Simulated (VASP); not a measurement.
Crystal: BaS.

```
CELL_PARAMETERS angstrom
4.36573 0.00000 0.00000
-2.18287 3.78084 0.00000
0.00000 0.00000 3.97809
ATOMIC_POSITIONS crystal
Ba 0.00000 0.00000 0.50000
S 0.66667 0.33333 0.00000
```

Base run:

| Property | Result |
| --- | --- |
| Program | VASP 6.6.1 |
| Functional | r2SCAN |
| Potentials or basis | VASP PAW PBE potentials, release 64 (Ba_sv, S) |
| Cutoff | 520 eV |
| k mesh | 6 × 6 × 8 |
| Occupations | gaussian, width 0.02 eV |
| Spin | no spin polarisation |

Its results: band gap on the k mesh 2.34 eV, direct; pressure 0.5 GPa.

Q: The run is repeated on the same cell with these changes: functional from r2SCAN to HSE06; k mesh from 6 × 6 × 8 to 6 × 6 × 4. What comes out?

A: Band gap on the k mesh 2.91 eV, direct; pressure 0.1 GPa.

Several settings changed at once, so the effect can't be laid on one alone.

Caveats: the PAW data sets were made with another functional, which shifts forces and pressure a little; spin-orbit coupling is left out, which moves the levels of the heavy elements.

A k mesh can miss the band edges.
